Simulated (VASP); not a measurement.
# BN (P1) in VASP: notebook, part 2 of 2

VASP 6.6.1. The steps go on from the part before.

## (3) Single point, PBE (atom 3 (N) moved by (+0.100, -0.200) A along [1 1 0] and z)

File INCAR:

```
  PREC = Accurate
  ENCUT = 520
  EDIFF = 1E-6
  ISMEAR = 0
  SIGMA = 0.05
  LREAL = False
  LASPH = True
  NELM = 80
  ALGO = Normal
  ISIF = 2
  LWAVE = False
  LCHARG = False
  GGA = PE
  NBANDS = 16
```

File KPOINTS:

```
Automatic mesh
0
Gamma
  12 12 6
```

File POSCAR:

```
BN
1.0
    2.5539396017      0.0000000000      0.0000000000
   -1.2769698009      2.2117765748      0.0000000000
    0.0000000000      0.0000000000      4.2268550000
B N
2 2
Direct
    0.6666666667      0.3333333333      0.9997240000
    0.3333333333      0.6666666667      0.4997240000
    0.7103386106      0.3653034152      0.5779594964
    0.3333333333      0.6666666667      0.1252760000
```

Potentials or basis: VASP PAW PBE potentials, release 64 (B, N).

Launch:

```bash
$ cat potpaw_PBE.64/B/POTCAR potpaw_PBE.64/N/POTCAR > POTCAR
$ mpirun -np 1 vasp_std > vasp.out
```

OUTCAR:

```text
PREC = Accurate
   ENCUT = 520
   EDIFF = 1E-6
   ISMEAR = 0
   LREAL = False
   LASPH = True
   NELM = 80
   ISIF = 2
   GGA = PE

 ion  position               nearest neighbor table
   1  0.667  0.333  1.000-   4 1.57   4 1.57   4 1.57   3 1.79
   2  0.333  0.667  0.500-   3 1.42   3 1.54   3 1.58   4 1.58
   3  0.710  0.365  0.578-   2 1.42   2 1.54   2 1.58   1 1.79
   4  0.333  0.667  0.125-   1 1.57   1 1.57   1 1.57   2 1.58

  LATTYP: Found a hexagonal cell.
 ALAT       =     2.5539396017
 C/A-ratio  =     1.6550332659

  Lattice vectors:

 A1 = (   2.5539396017,   0.0000000000,   0.0000000000)
 A2 = (  -1.2769698009,   2.2117765748,   0.0000000000)
 A3 = (   0.0000000000,   0.0000000000,   4.2268550000)

Analysis of symmetry for initial positions (statically):
=====================================================================
 Subroutine PRICEL returns:
 Original cell was already a primitive cell.

 Routine SETGRP: Setting up the symmetry group for a
 hexagonal supercell.

 Subroutine GETGRP returns: Found  1 space group operations
 (whereof  1 operations were pure point group operations)
 out of a pool of 24 trial point group operations.

The static configuration has the point symmetry C_1 .

Analysis of symmetry for dynamics (positions and initial velocities):
=====================================================================
 Subroutine PRICEL returns:
 Original cell was already a primitive cell.

 Routine SETGRP: Setting up the symmetry group for a
 hexagonal supercell.

 Subroutine GETGRP returns: Found  1 space group operations
 (whereof  1 operations were pure point group operations)
 out of a pool of 24 trial point group operations.

The dynamic configuration has the point symmetry C_1 .

 Subroutine INISYM returns: Found  1 space group operations
 (whereof  1 operations are pure point group operations),
[... 114 lines left out ...]
   EFERMI =   0.00;   METHOD = LEGACY
   ISMEAR =     0;   SIGMA  =   0.05  broadening in eV -4-tet -1-fermi 0-gaus
   EFERMI_NEDOS =   21; number of points for ismear=-14 and -15
   IALGO  =     38    algorithm
   IMIX   =      4    mixing-type and parameters
     AMIX     =   0.40;   BMIX     =  1.00
     AMIX_MAG =   1.60;   BMIX_MAG =  1.00
  volume/ion in A,a.u.               =       5.97        40.28
  Fermi-wavevector in a.u.,A,eV,Ry     =   1.432600  2.707222 27.923836  2.052344
  Thomas-Fermi vector in A             =   2.552210
   LORBIT       =      0    0 simple, 1 ext, 2 COOP (PROOUT), +10 PAW based schemes
   GGA     = PE    functional components
   LHFCALC =     F    Hartree Fock is set to
   AEXX    =    0.0000 exact exchange contribution
   IVDW    =     0    specifies the selected vdW correction
   LEPSILON=     F    determine dielectric tensor
   LRPA    =     F    only Hartree local field effects (RPA)
 non-spin polarized calculation
 Gauss-broadening in eV      SIGMA  =   0.05
  energy-cutoff  :      520.00
  volume of cell :       23.88
 maximum number of plane-waves:       660
   NGX =  9   NGY =  9   NGZ = 15

 number of electron      16.0000000 magnetization

 Free energy of the ion-electron system (eV)
  ---------------------------------------------------
  ext. energy  EPLUGINS =         0.00000000
  ---------------------------------------------------
  free energy    TOTEN  =       -34.01413999 eV

  energy without entropy =      -34.01413999  energy(sigma->0) =      -34.01413999

 E-fermi :   8.3972     XC(G=0): -12.7545

 val. band max:        8.0959486264   @ k =   0.0000   0.0000   0.0000
 cond. band min:      13.0841431448   @ k =   0.0000   0.4167   0.3333
 fundamental gap:      4.9881945185
 Fermi energy:         8.3972447953

 k-point     1 :       0.0000    0.0000    0.0000
  band No.  band energies     occupation
      1     -12.9658      2.00000
      2      -8.6985      2.00000
      3      -3.1806      2.00000
      4       4.2216      2.00000
      5       5.5598      2.00000
      6       6.9131      2.00000
[... 433 lines left out ...]
      3      -2.1331      2.00000
      4       1.9188      2.00000
      5       2.6613      2.00000
      6       4.5707      2.00000
[... 8 lines left out ...]
     15      22.7556      0.00000
     16      23.3988      0.00000

 [... further k-points ...]
[... 5 lines left out ...]
  --------------------------------------------------------------------------------------
  -------------------------------------------------------------------------------------
  Total        1.9852928      0.4145132      1.8525124      0.9384934     -0.2592006     -0.4049631
  in kB      133.2189245     27.8150448    124.3089708     62.9756386    -17.3931114    -27.1742004
  external PRESSURE =      95.1143134 kB  Pullay stress =       0.0000000 kB

 VOLUME and BASIS-vectors are now :
 -----------------------------------------------------------------------------
  energy-cutoff  :      520.00
  volume of cell :       23.88
      direct lattice vectors                 reciprocal lattice vectors
     2.553939602  0.000000000  0.000000000     0.391551938  0.226062617  0.000000000
    -1.276969801  2.211776575  0.000000000     0.000000000  0.452125233  0.000000000
     0.000000000  0.000000000  4.226855000     0.000000000  0.000000000  0.236582518

 POSITION                                       TOTAL-FORCE (eV/Angst)
 -----------------------------------------------------------------------------------
      1.27697      0.73726      4.22569         0.290657      0.279124     -0.416041
     -0.00000      1.47452      2.11226         2.629006      2.111168     -2.734273
      1.34768      0.80797      2.44295        -3.016802     -2.474720      6.116101
     -0.00000      1.47452      0.52952         0.097140      0.084429     -2.965787
 -----------------------------------------------------------------------------------
    total drift:                               -0.000186     -0.000062      0.000137

  FREE ENERGIE OF THE ION-ELECTRON SYSTEM (eV)
  ---------------------------------------------------
  free  energy   TOTEN  =       -34.0141399934 eV

  energy  without entropy=      -34.0141399934  energy(sigma->0) =      -34.01413999
```

stdout:

```text
POSCAR found type information on POSCAR B N
 POSCAR found :  2 types and       4 ions
 scaLAPACK will be used
 LDA part: xc-table for (Slater+PW92), standard interpolation
 POSCAR, INCAR and KPOINTS ok, starting setup
 FFT: planning ... GRIDC
 FFT: planning ... GRID_SOFT
 FFT: planning ... GRID
 WAVECAR not read
 entering main loop
```

It took 67 s on 1 thread of Intel Xeon 6975P-C (Granite Rapids), shared host; peak memory 0.24 GiB.

Results:

```
Free energy            : -34.0141 eV
Pressure               : 9.5 GPa
Largest force          : 7.255 eV/Å
Band gap on the k mesh : 4.99 eV, indirect (least direct gap 6.56 eV)
```

Forces on the atoms (eV/Å):
```
B    0.291  0.279 -0.416
B    2.629  2.111 -2.734
N   -3.017 -2.475  6.116
N    0.097  0.084 -2.966
```

Caveat: the cell differs from its parent crystal (atom 3 (N) moved by (+0.100, -0.200) A along [1 1 0] and z); forces of over 1 eV/Å act on the atoms, so gaps and moduli don't describe the material at rest.

## (4) Single point, PBE (atom 3 (N) moved by (+0.100, +0.000) A along [1 1 0] and z)

File INCAR:

```
SYSTEM = BN
PREC     = Accurate       ! precision mode
ENCUT    = 520            ! plane-wave cutoff, eV
EDIFF    = 1E-6           ! SCF threshold, eV
ISMEAR   = 0              ! smearing method
SIGMA    = 0.05           ! smearing width, eV
LREAL    = .False.        ! projectors in reciprocal space
LASPH    = .True.         ! aspherical terms in the spheres
NELM     = 60             ! most SCF steps
ALGO     = Normal         ! electronic algorithm
ISIF     = 2              ! what is computed and relaxed
LWAVE    = .False.        ! write WAVECAR
LCHARG   = .False.        ! write CHGCAR
GGA      = PE             ! functional
NBANDS   = 16             ! bands
```

File KPOINTS:

```
regular mesh
0
Gamma
  12 12 6
  0 0 0
```

POSCAR: that of step 3 with these lines changed.

```diff
@@ -10,3 +10,3 @@
     0.3333333333      0.6666666667      0.4997240000
-    0.7103386106      0.3653034152      0.5779594964
+    0.7103386106      0.3653034152      0.6252760000
     0.3333333333      0.6666666667      0.1252760000
```

Launch:

```bash
$ cat potpaw_PBE.64/B/POTCAR potpaw_PBE.64/N/POTCAR > POTCAR
$ mpirun -np 1 vasp_std > vasp.out
```

It took 60 s on 1 thread of Intel Xeon 6975P-C (Granite Rapids), shared host; peak memory 0.24 GiB.

The run converged. Its results:

```
Free energy            : -34.6996 eV
Pressure               : 1.8 GPa
Largest force          : 2.779 eV/Å
Band gap on the k mesh : 4.86 eV, indirect (least direct gap 7.75 eV)
```

Forces on the atoms (eV/Å):
```
B    0.352  0.339 -0.015
B    1.739  1.385 -0.265
N   -2.134 -1.758  0.284
N    0.043  0.035 -0.004
```

Stress tensor (GPa, compression positive):
```
 4.67  2.98 -2.00
 2.98  0.30 -1.16
-2.00 -1.16  0.38
```

Levels at points of the mesh, in eV from the valence-band top:
```
           k point  band 4  band 5  band 6  band 7  band 8  band 9  band 10  band 11  band 12  band 13
(0.00, 0.00, 0.00)   -2.89   -2.04   -0.77   -0.34    0.00    7.75     8.11     8.33     9.03    10.15
(0.50, 0.00, 0.00)   -8.42   -6.87   -5.13   -5.06   -2.21    6.41     8.33    10.17    11.31    12.50
(0.00, 0.50, 0.00)   -7.82   -7.35   -5.35   -4.34   -2.52    6.27     7.03    10.18    10.99    12.42
(0.50, 0.50, 0.00)   -7.96   -7.26   -5.25   -4.54   -2.41    6.22     7.33    10.11    11.08    12.47
(0.00, 0.00, 0.50)   -5.98   -2.18   -1.48   -1.46   -0.73    8.44     8.93     9.08     9.54     9.62
(0.50, 0.00, 0.50)  -10.31   -4.05   -3.85   -3.82   -3.61    6.19     6.39     9.29     9.88    13.59
(0.00, 0.50, 0.50)  -10.03   -4.49   -4.08   -3.87   -3.66    6.07     6.24     9.40     9.81    13.79
(0.50, 0.50, 0.50)  -10.16   -4.45   -4.08   -3.83   -3.47    6.06     6.22     9.36     9.68    13.79
```

Caveat: the cell differs from its parent crystal (atom 3 (N) moved by (+0.100, +0.000) A along [1 1 0] and z); forces of over 1 eV/Å act on the atoms, so gaps and moduli don't describe the material at rest.

## (5) Single point, PBE (atom 3 (N) moved by (+0.100, +0.200) A along [1 1 0] and z)

File INCAR:

```
PREC = Accurate
ENCUT = 520
EDIFF = 1E-6
ISMEAR = 0
SIGMA = 0.05
LREAL = False
LASPH = True
NELM = 100
ALGO = Normal
ISIF = 2
LWAVE = False
LCHARG = False
GGA = PE
NBANDS = 16
```

File KPOINTS:

```
regular mesh
0
Gamma
  12 12 6
```

POSCAR: that of step 4 with these lines changed.

```diff
@@ -10,3 +10,3 @@
     0.3333333333      0.6666666667      0.4997240000
-    0.7103386106      0.3653034152      0.6252760000
+    0.7103386106      0.3653034152      0.6725925036
     0.3333333333      0.6666666667      0.1252760000
```

Potentials or basis: VASP PAW PBE potentials, release 64 (B, N).

Launch:

```bash
$ cat potpaw_PBE.64/B/POTCAR potpaw_PBE.64/N/POTCAR > POTCAR
$ mpirun -np 1 vasp_std > vasp.out
```

OUTCAR:

```text
PREC = Accurate
   ENCUT = 520
   EDIFF = 1E-6
   ISMEAR = 0
   LREAL = False
   LASPH = True
   NELM = 100
   ISIF = 2
   GGA = PE

 ion  position               nearest neighbor table
   1  0.667  0.333  1.000-   3 1.39   4 1.57   4 1.57   4 1.57
   2  0.333  0.667  0.500-   3 1.56   4 1.58   3 1.67   3 1.71
   3  0.710  0.365  0.673-   1 1.39   2 1.56   2 1.67   2 1.71
   4  0.333  0.667  0.125-   1 1.57   1 1.57   1 1.57   2 1.58

  LATTYP: Found a hexagonal cell.
 ALAT       =     2.5539396017
[... 646 lines left out ...]
     15      22.0603      0.00000
     16      23.3013      0.00000

 [... further k-points ...]
[... 5 lines left out ...]
  --------------------------------------------------------------------------------------
  -------------------------------------------------------------------------------------
  Total        0.6025553      0.5901052      2.8889472      0.1018790     -0.1270772     -0.1886148
  in kB       40.4332147     39.5977769    193.8567619      6.8363804     -8.5272480    -12.6565999
  external PRESSURE =      91.2959178 kB  Pullay stress =       0.0000000 kB

 VOLUME and BASIS-vectors are now :
 -----------------------------------------------------------------------------
  energy-cutoff  :      520.00
  volume of cell :       23.88
      direct lattice vectors                 reciprocal lattice vectors
     2.553939602  0.000000000  0.000000000     0.391551938  0.226062617  0.000000000
    -1.276969801  2.211776575  0.000000000     0.000000000  0.452125233  0.000000000
     0.000000000  0.000000000  4.226855000     0.000000000  0.000000000  0.236582518

 POSITION                                       TOTAL-FORCE (eV/Angst)
 -----------------------------------------------------------------------------------
      1.27697      0.73726      4.22569         0.224669      0.213590      3.833220
     -0.00000      1.47452      2.11226         0.876729      0.673879      2.672822
      1.34768      0.80797      2.84295        -1.118755     -0.892624     -9.286789
     -0.00000      1.47452      0.52952         0.017357      0.005155      2.780747
 -----------------------------------------------------------------------------------
    total drift:                               -0.000133     -0.000031     -0.000280

  FREE ENERGIE OF THE ION-ELECTRON SYSTEM (eV)
  ---------------------------------------------------
  free  energy   TOTEN  =       -33.8837497952 eV

  energy  without entropy=      -33.8837497952  energy(sigma->0) =      -33.88374980
```

stdout:

```text
POSCAR found type information on POSCAR B N
 POSCAR found :  2 types and       4 ions
 scaLAPACK will be used
 LDA part: xc-table for (Slater+PW92), standard interpolation
 POSCAR, INCAR and KPOINTS ok, starting setup
 FFT: planning ... GRIDC
 FFT: planning ... GRID_SOFT
 FFT: planning ... GRID
 WAVECAR not read
 entering main loop
```

It took 5.2 min on 1 thread of AMD EPYC 7R13, shared host; peak memory 0.21 GiB.

What came out:

```yaml
Free_energy: -33.8837 eV
Pressure: 9.1 GPa
Largest_force: 9.396 eV/Å
Band_gap_on_the_k_mesh: 3.18 eV, indirect (least direct gap 7.03 eV)
```

Forces in eV/Å, atoms in the order of the input:
```
B    0.225  0.214  3.833
B    0.877  0.674  2.673
N   -1.119 -0.893 -9.287
N    0.017  0.005  2.781
```

Levels at points of the mesh, in eV from the valence-band top:
| k point | band 6 | band 7 | band 8 | band 9 | band 10 | band 11 |
| --- | --- | --- | --- | --- | --- | --- |
| (0.00, 0.00, 0.00) | -2.15 | -0.32 | 0.00 | 7.23 | 7.38 | 8.01 |
| (0.50, 0.00, 0.00) | -6.11 | -5.49 | -1.86 | 5.99 | 6.95 | 8.20 |
| (0.00, 0.50, 0.00) | -5.64 | -5.41 | -2.13 | 5.60 | 5.95 | 8.29 |
| (0.50, 0.50, 0.00) | -5.68 | -5.50 | -2.03 | 5.81 | 5.98 | 8.26 |
| (0.00, 0.00, 0.50) | -2.12 | -1.48 | -0.64 | 8.02 | 8.28 | 8.82 |
| (0.50, 0.00, 0.50) | -4.74 | -4.22 | -3.21 | 5.47 | 5.73 | 8.85 |
| (0.00, 0.50, 0.50) | -4.80 | -4.25 | -3.49 | 5.21 | 5.76 | 9.08 |
| (0.50, 0.50, 0.50) | -4.77 | -4.24 | -3.30 | 5.24 | 5.70 | 8.97 |

Caveat: the cell differs from its parent crystal (atom 3 (N) moved by (+0.100, +0.200) A along [1 1 0] and z); forces of over 1 eV/Å act on the atoms, so gaps and moduli don't describe the material at rest. A k mesh can miss the band edges.
